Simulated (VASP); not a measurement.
# GaN (I-4m2) in VASP: further runs

Runs on GaN. Level: r2SCAN. Tasks: single point.

Everything below comes from runs of VASP 6.6.1. Logs are shortened: lines on timing, memory, paths and dates and some standing lists are left out, and cuts for length are marked.

### 1 The cell of the first run

The structure is tetragonal, space group I-4m2 (No. 119). Conventional cell: a = 3.107 Å, b = 3.107 Å, c = 4.620 Å, α = 90.00°, β = 90.00°, γ = 90.00°. Ga (site symmetry -4m2) has 4 N at 1.94 Å within 2.6 Å. N (site symmetry -4m2) has 4 Ga at 1.94 Å within 2.6 Å.

### 2 Single point, r2SCAN (strain -0.025 along x and y, +0.025 along z)

POSCAR

```
GaN
1.0
    0.0000000000      2.1971630923      2.3098381227
    2.1971630923      0.0000000000      2.3098381227
    2.1971630923      2.1971630923      0.0000000000
Ga N
1 1
Direct
    0.0000000000      0.0000000000      0.0000000000
    0.7500000000      0.7500000000      0.7500000000
```

INCAR.step1

```
SYSTEM = GaN
PREC = Accurate
ENCUT = 520
ISMEAR = 0
SIGMA = 0.05
LREAL = .False.
LASPH = .True.
NELM = 80
NBANDS = 16
GGA = PE
ALGO = Normal
EDIFF = 1E-4
LWAVE = .True.
LCHARG = .False.
```

INCAR.step2

```
SYSTEM = GaN
PREC = Accurate
ENCUT = 520
EDIFF = 1E-6
ISMEAR = 0
SIGMA = 0.05
LREAL = .False.
LASPH = .True.
NELM = 80
ALGO = Normal
ISIF = 2
LWAVE = .False.
LCHARG = .True.
METAGGA = R2SCAN
LMIXTAU = .True.
LELF = .True.
LVHAR = .True.
NBANDS = 16
ISTART = 1
```

KPOINTS

```
Automatic mesh
0
Gamma
  10 10 10
  0 0 0
```

Potentials or basis: VASP PAW PBE potentials, release 64 (Ga_d, N).

The run is started by

```bash
$ cat potpaw_PBE.64/Ga_d/POTCAR potpaw_PBE.64/N/POTCAR > POTCAR
$ cp INCAR.step1 INCAR
$ mpirun -np 1 vasp_std > vasp.out
$ cp INCAR.step2 INCAR
$ mpirun -np 1 vasp_std > vasp.out
```

OUTCAR:

```text
SYSTEM = GaN
   PREC = Accurate
   ENCUT = 520
   EDIFF = 1E-6
   ISMEAR = 0
   LREAL = .False.
   LASPH = .True.
   NELM = 80
   ISIF = 2
   METAGGA = R2SCAN
   ISTART = 1

 ion  position               nearest neighbor table
   1  0.000  0.000  0.000-   2 1.94   2 1.94   2 1.94   2 1.94
   2  0.750  0.750  0.750-   1 1.94   1 1.94   1 1.94   1 1.94

  LATTYP: Found a body centered tetragonal cell.
 ALAT       =     3.1072578439
 C/A-ratio  =     1.4867373348

  Lattice vectors:

 A1 = (  -2.1971630923,   0.0000000000,   2.3098381227)
 A2 = (   2.1971630923,   0.0000000000,   2.3098381227)
 A3 = (   0.0000000000,   2.1971630923,  -2.3098381227)

Analysis of symmetry for initial positions (statically):
=====================================================================
 Subroutine PRICEL returns:
 Original cell was already a primitive cell.

 Routine SETGRP: Setting up the symmetry group for a
 body centered tetragonal supercell.

 Subroutine GETGRP returns: Found  8 space group operations
 (whereof  8 operations were pure point group operations)
 out of a pool of 16 trial point group operations.

The static configuration has the point symmetry D_2d.

Analysis of symmetry for dynamics (positions and initial velocities):
=====================================================================
 Subroutine PRICEL returns:
 Original cell was already a primitive cell.

 Routine SETGRP: Setting up the symmetry group for a
 body centered tetragonal supercell.

 Subroutine GETGRP returns: Found  8 space group operations
 (whereof  8 operations were pure point group operations)
 out of a pool of 16 trial point group operations.

The dynamic configuration has the point symmetry D_2d.

 Subroutine INISYM returns: Found  8 space group operations
 (whereof  8 operations are pure point group operations),
 and found     1 'primitive' translations

----------------------------------------------------------------------------------------

                                     Primitive cell

  volume of cell :      22.3016

  direct lattice vectors                    reciprocal lattice vectors
     0.000000000  2.197163092  2.309838123    -0.227566175  0.227566175  0.216465386
     2.197163092  0.000000000  2.309838123     0.227566175 -0.227566175  0.216465386
     2.197163092  2.197163092  0.000000000     0.227566175  0.227566175 -0.216465386

  length of vectors
     3.187926882  3.187926882  3.107257844     0.387853053  0.387853053  0.387853053

  position of ions in fractional coordinates (direct lattice)
     0.000000000  0.000000000  0.000000000
     0.750000000  0.750000000  0.750000000

  ion indices of the primitive-cell ions
   primitive index   ion index
                 1           1
                 2           2

----------------------------------------------------------------------------------------

 KPOINTS: Automatic mesh

Automatic generation of k-mesh.
 Grid dimensions read from file:
 generate k-points for:   10   10   10

 Generating k-lattice:

  Cartesian coordinates                     Fractional coordinates (reciprocal lattice)
    -0.022756617  0.022756617  0.021646539     0.100000000 -0.000000000  0.000000000
     0.022756617 -0.022756617  0.021646539    -0.000000000  0.100000000  0.000000000
     0.022756617  0.022756617 -0.021646539     0.000000000  0.000000000  0.100000000

  Length of vectors
     0.038785305  0.038785305  0.038785305

  Shift w.r.t. Gamma in fractional coordinates (k-lattice)
     0.000000000  0.000000000  0.000000000

 Subroutine IBZKPT returns following result:
 ===========================================

 Found    102 irreducible k-points:

 Following reciprocal coordinates:
            Coordinates               Weight
  0.000000  0.000000  0.000000      1.000000
  0.100000  0.000000  0.000000      8.000000
  0.200000  0.000000  0.000000      8.000000
  0.300000  0.000000  0.000000      8.000000
  0.400000  0.000000  0.000000      8.000000
  0.500000 -0.000000  0.000000      4.000000
[... 16 lines left out ...]
  0.300000  0.300000  0.000000      2.000000
  0.400000  0.300000  0.000000      8.000000
 [... further k-points ...]
   k-points           NKPTS =    102   k-points in BZ     NKDIM =    102   number of bands    NBANDS=     16
   number of dos      NEDOS =    301   number of ions     NIONS =      2
   total plane-waves  NPLWV =  13824
   dimension x,y,z NGX =    24 NGY =   24 NGZ =   24
   dimension x,y,z NGXF=    48 NGYF=   48 NGZF=   48
   ions per type =               1   1
   NGX,Y,Z   is equivalent  to a cutoff of  12.52, 12.52, 12.84 a.u.
   NGXF,Y,Z  is equivalent  to a cutoff of  25.03, 25.03, 25.68 a.u.
 SYSTEM =  GaN
   PREC   = accura    normal or accurate (medium, high low for compatibility)
   ISTART =      1    job   : 0-new  1-cont  2-samecut
   ICHARG =      0    charge: 1-file 2-atom 10-const
   ISPIN  =      1    spin polarized calculation?
   LNONCOLLINEAR =      F non collinear calculations
   LSORBIT =      F    spin-orbit coupling
   LASPH  =      T    aspherical Exc in radial PAW
   ENCUT  =  520.0 eV  38.22 Ry    6.18 a.u.   5.93  5.93  5.78*2*pi/ulx,y,z
   NELM   =     80;   NELMIN=  2; NELMDL=  0     # of ELM steps
   EDIFF  = 0.1E-05   stopping-criterion for ELM
   LREAL  =      F    real-space projection
   EDIFFG = 0.1E-04   stopping-criterion for IOM
   NSW    =      0    number of steps for IOM
   IBRION =     -1    ionic relax: 0-MD 1-quasi-New 2-CG
   NFREE  =      0    steps in history (QN), initial steepest desc. (CG)
   ISIF   =      2    stress and relaxation
   ISYM   =      2    0-nonsym 1-usesym 2-fastsym
   POTIM  = 0.5000    time-step for ionic-motion
   TEBEG  =    0.0;   TEEND  =   0.0 temperature during run
   PSTRESS=    0.0 pullay stress
   NELECT =      18.0000    total number of electrons
   NUPDOWN=      -1.0000    fix difference up-down
   EMIN   =  10.00;   EMAX   =-10.00  energy-range for DOS
   EFERMI =   0.00;   METHOD = LEGACY
   ISMEAR =     0;   SIGMA  =   0.05  broadening in eV -4-tet -1-fermi 0-gaus
   EFERMI_NEDOS =   21; number of points for ismear=-14 and -15
   IALGO  =     38    algorithm
   IMIX   =      4    mixing-type and parameters
     AMIX     =   0.40;   BMIX     =  1.00
     AMIX_MAG =   1.60;   BMIX_MAG =  1.00
  volume/ion in A,a.u.               =      11.15        75.25
  Fermi-wavevector in a.u.,A,eV,Ry     =   1.524241  2.880398 31.610558  2.323310
  Thomas-Fermi vector in A             =   2.632575
   LORBIT       =      0    0 simple, 1 ext, 2 COOP (PROOUT), +10 PAW based schemes
   METAGGA = R2SCAN    functional components
   LHFCALC =     F    Hartree Fock is set to
   AEXX    =    0.0000 exact exchange contribution
   IVDW    =     0    specifies the selected vdW correction
   LEPSILON=     F    determine dielectric tensor
   LRPA    =     F    only Hartree local field effects (RPA)
 non-spin polarized calculation
 Gauss-broadening in eV      SIGMA  =   0.05
  energy-cutoff  :      520.00
  volume of cell :       22.30
 maximum number of plane-waves:       620
   NGX = 11   NGY = 11   NGZ = 11

 number of electron      18.0000013 magnetization

 Free energy of the ion-electron system (eV)
  ---------------------------------------------------
  ext. energy  EPLUGINS =         0.00000000
  ---------------------------------------------------
  free energy    TOTEN  =       -21.87116518 eV

  energy without entropy =      -21.87116518  energy(sigma->0) =      -21.87116518

 E-fermi :   5.6354     XC(G=0): -12.7908

 val. band max:        5.3890498407   @ k =   0.0000   0.0000   0.0000
 cond. band min:       7.5869597943   @ k =   0.0000   0.0000   0.0000
 fundamental gap:      2.1979099536
 Fermi energy:         5.6354310237

 k-point     1 :       0.0000    0.0000    0.0000
  band No.  band energies     occupation
      1     -11.6495      2.00000
      2      -8.5934      2.00000
      3      -8.5355      2.00000
      4      -8.5355      2.00000
      5      -8.1792      2.00000
      6      -8.1764      2.00000
[... 8 lines left out ...]
     15      24.2352      0.00000
     16      24.9827      0.00000

 k-point     2 :       0.1000    0.0000    0.0000
  band No.  band energies     occupation
      1     -11.5329      2.00000
      2      -8.5706      2.00000
      3      -8.5204      2.00000
      4      -8.5045      2.00000
      5      -8.1791      2.00000
      6      -8.1787      2.00000
[... 8 lines left out ...]
     15      24.3389      0.00000
     16      24.3876      0.00000

 k-point     3 :       0.2000    0.0000    0.0000
  band No.  band energies     occupation
      1     -11.2321      2.00000
      2      -8.5260      2.00000
      3      -8.4845      2.00000
      4      -8.3577      2.00000
      5      -8.1820      2.00000
      6      -8.1710      2.00000
[... 8 lines left out ...]
     15      23.3677      0.00000
     16      23.3694      0.00000

 k-point     4 :       0.3000    0.0000    0.0000
  band No.  band energies     occupation
      1     -10.8899      2.00000
      2      -8.4918      2.00000
      3      -8.4506      2.00000
      4      -8.1743      2.00000
      5      -8.1586      2.00000
      6      -7.9751      2.00000
[... 8 lines left out ...]
     15      23.6826      0.00000
     16      23.7380      0.00000

 k-point     5 :       0.4000    0.0000    0.0000
  band No.  band energies     occupation
      1     -10.6604      2.00000
      2      -8.4763      2.00000
      3      -8.4340      2.00000
      4      -8.1562      2.00000
      5      -8.1267      2.00000
      6      -7.3947      2.00000
[... 8 lines left out ...]
     15      25.1177      0.00000
     16      25.3771      0.00000

 k-point     6 :       0.5000   -0.0000    0.0000
  band No.  band energies     occupation
      1     -10.5875      2.00000
      2      -8.4729      2.00000
      3      -8.4304      2.00000
      4      -8.1464      2.00000
      5      -8.1126      2.00000
      6      -7.0437      2.00000
[... 8 lines left out ...]
     15      26.2735      0.00000
     16      26.5495      0.00000

 k-point     7 :       0.1000    0.1000    0.0000
  band No.  band energies     occupation
      1     -11.5029      2.00000
      2      -8.5574      2.00000
      3      -8.5072      2.00000
      4      -8.5072      2.00000
      5      -8.1926      2.00000
      6      -8.1698      2.00000
[... 8 lines left out ...]
     15      25.5562      0.00000
     16      26.4720      0.00000

 k-point     8 :       0.2000    0.1000    0.0000
  band No.  band energies     occupation
      1     -11.2708      2.00000
      2      -8.5155      2.00000
      3      -8.4707      2.00000
      4      -8.4129      2.00000
      5      -8.1984      2.00000
      6      -8.1648      2.00000
[... 8 lines left out ...]
     15      25.3256      0.00000
     16      25.4813      0.00000

 k-point     9 :       0.3000    0.1000    0.0000
  band No.  band energies     occupation
      1     -10.9456      2.00000
      2      -8.4861      2.00000
      3      -8.4328      2.00000
      4      -8.2183      2.00000
      5      -8.1574      2.00000
      6      -8.0804      2.00000
[... 8 lines left out ...]
     15      24.2911      0.00000
     16      25.2295      0.00000
[... 172 lines left out ...]
 k-point    19 :       0.5000    0.2000    0.0000
  band No.  band energies     occupation
      1     -10.5103      2.00000
      2      -8.4424      2.00000
      3      -8.3507      2.00000
      4      -8.2075      2.00000
      5      -8.1393      2.00000
      6      -7.0014      2.00000
[... 8 lines left out ...]
     15      26.4707      0.00000
     16      27.4013      0.00000

 k-point    20 :      -0.4000    0.2000    0.0000
  band No.  band energies     occupation
      1     -10.4908      2.00000
      2      -8.4505      2.00000
      3      -8.3586      2.00000
      4      -8.1767      2.00000
      5      -8.1647      2.00000
      6      -6.8233      2.00000
[... 8 lines left out ...]
     15      25.2261      0.00000
     16      26.3840      0.00000

 k-point    21 :      -0.3000    0.2000    0.0000
  band No.  band energies     occupation
      1     -10.5765      2.00000
      2      -8.4568      2.00000
      3      -8.3806      2.00000
      4      -8.1970      2.00000
      5      -8.1771      2.00000
      6      -7.2335      2.00000
[... 8 lines left out ...]
     15      24.2865      0.00000
     16      26.7262      0.00000

 k-point    22 :      -0.2000    0.2000    0.0000
  band No.  band energies     occupation
      1     -10.7728      2.00000
      2      -8.4722      2.00000
      3      -8.4216      2.00000
      4      -8.2101      2.00000
      5      -8.2043      2.00000
      6      -7.7587      2.00000
[... 8 lines left out ...]
     15      24.2121      0.00000
     16      26.7708      0.00000

 k-point    23 :       0.3000    0.3000    0.0000
  band No.  band energies     occupation
      1     -10.7121      2.00000
      2      -8.3614      2.00000
      3      -8.3294      2.00000
      4      -8.3293      2.00000
      5      -8.1312      2.00000
      6      -7.8994      2.00000
[... 8 lines left out ...]
     15      29.1256      0.00000
     16      29.5650      0.00000

 k-point    24 :       0.4000    0.3000    0.0000
  band No.  band energies     occupation
      1     -10.5472      2.00000
      2      -8.3813      2.00000
      3      -8.2909      2.00000
      4      -8.2899      2.00000
      5      -8.1236      2.00000
      6      -7.4907      2.00000
[... 8 lines left out ...]
     15      29.2839      0.00000
     16      29.3400      0.00000

 [... further k-points ...]
[... 5 lines left out ...]
  --------------------------------------------------------------------------------------
  -------------------------------------------------------------------------------------
  Total        1.0411016      1.0411016      0.0414841      0.0000000      0.0000000      0.0000000
  in kB       74.7941356     74.7941356      2.9802705      0.0000000      0.0000000      0.0000000
  external PRESSURE =      50.8561806 kB  Pullay stress =       0.0000000 kB

 VOLUME and BASIS-vectors are now :
 -----------------------------------------------------------------------------
  energy-cutoff  :      520.00
  volume of cell :       22.30
      direct lattice vectors                 reciprocal lattice vectors
     0.000000000  2.197163092  2.309838123    -0.227566175  0.227566175  0.216465386
     2.197163092  0.000000000  2.309838123     0.227566175 -0.227566175  0.216465386
     2.197163092  2.197163092  0.000000000     0.227566175  0.227566175 -0.216465386

 POSITION                                       TOTAL-FORCE (eV/Angst)
 -----------------------------------------------------------------------------------
      0.00000      0.00000      0.00000         0.000000      0.000000     -0.000000
      3.29574      3.29574      3.46476        -0.000000     -0.000000      0.000000
 -----------------------------------------------------------------------------------
    total drift:                               -0.000009     -0.000009     -0.000010

  FREE ENERGIE OF THE ION-ELECTRON SYSTEM (eV)
  ---------------------------------------------------
  free  energy   TOTEN  =       -21.8711651760 eV

  energy  without entropy=      -21.8711651760  energy(sigma->0) =      -21.87116518
```

It took 2.6 min on 1 thread of Intel Xeon 8259CL, shared host; peak memory 0.17 GiB.

Results:

* Free energy: -21.8712 eV
* Pressure: 5.1 GPa
* Band gap on the k mesh: 2.20 eV

Stress tensor (GPa, compression positive):
```
7.48 0.00 0.00
0.00 7.48 0.00
0.00 0.00 0.30
```

Caveat: the cell differs from its parent crystal (strain -0.025 along x and y, +0.025 along z); the stress differs along the axes, from 0 to 7 GPa; the PAW data sets were made with another functional, which shifts forces and pressure a little.

### 3 Single point, r2SCAN (strain -0.025 along x and y, +0.050 along z)

POSCAR

```
GaN
1.0
    0.0000000000      2.1971630923      2.3661756379
    2.1971630923      0.0000000000      2.3661756379
    2.1971630923      2.1971630923      0.0000000000
Ga N
1 1
Direct
    0.0000000000      0.0000000000      0.0000000000
    0.7500000000      0.7500000000      0.7500000000
```

INCAR.step1

```
  PREC = Accurate
  ENCUT = 520
  ISMEAR = 0
  SIGMA = 0.05
  LREAL = False
  LASPH = True
  NELM = 100
  NBANDS = 16
  GGA = PE
  ALGO = Normal
  EDIFF = 1E-4
  LWAVE = True
  LCHARG = False
```

INCAR.step2

```
  PREC = Accurate
  ENCUT = 520
  EDIFF = 1E-6
  ISMEAR = 0
  SIGMA = 0.05
  LREAL = False
  LASPH = True
  NELM = 100
  ALGO = Normal
  ISIF = 2
  LWAVE = False
  LCHARG = True
  METAGGA = R2SCAN
  LMIXTAU = True
  LELF = True
  LVHAR = True
  NBANDS = 16
  ISTART = 1
```

KPOINTS

```
regular mesh
0
Gamma
  10 10 10
```

Potentials or basis: VASP PAW PBE potentials, release 64 (Ga_d, N).

The run is started by

```bash
$ cat potpaw_PBE.64/Ga_d/POTCAR potpaw_PBE.64/N/POTCAR > POTCAR
$ cp INCAR.step1 INCAR
$ mpirun -np 1 vasp_std > vasp.out
$ cp INCAR.step2 INCAR
$ mpirun -np 1 vasp_std > vasp.out
```

Run time: 2.4 min. Hardware: 1 thread of Intel Xeon 8259CL, shared host; peak memory 0.17 GiB.

It converged, with:

```
Free energy            : -21.8588 eV
Pressure               : -0.1 GPa
Band gap on the k mesh : 1.98 eV
```

Stress tensor (GPa, compression positive):
```
 3.76  0.00  0.00
 0.00  3.76  0.00
 0.00  0.00 -7.75
```

Levels at points of the mesh, in eV from the valence-band top:
| k point | band 7 | band 8 | band 9 | band 10 | band 11 | band 12 |
| --- | --- | --- | --- | --- | --- | --- |
| (0.00, 0.00, 0.00) | -0.40 | 0.00 | 0.00 | 1.98 | 10.84 | 10.84 |
| (0.50, 0.00, 0.00) | -7.28 | -1.43 | -0.82 | 4.88 | 9.33 | 10.54 |
| (0.50, 0.50, 0.00) | -6.89 | -2.52 | -2.52 | 4.02 | 7.91 | 11.77 |
| (0.50, 0.00, 0.50) | -6.07 | -3.10 | -3.07 | 3.50 | 6.72 | 12.78 |

Caveat: the cell differs from its parent crystal (strain -0.025 along x and y, +0.050 along z); the stress differs along the axes, from -8 to 4 GPa; the PAW data sets were made with another functional, which shifts forces and pressure a little.

[end of part 1 of 2]
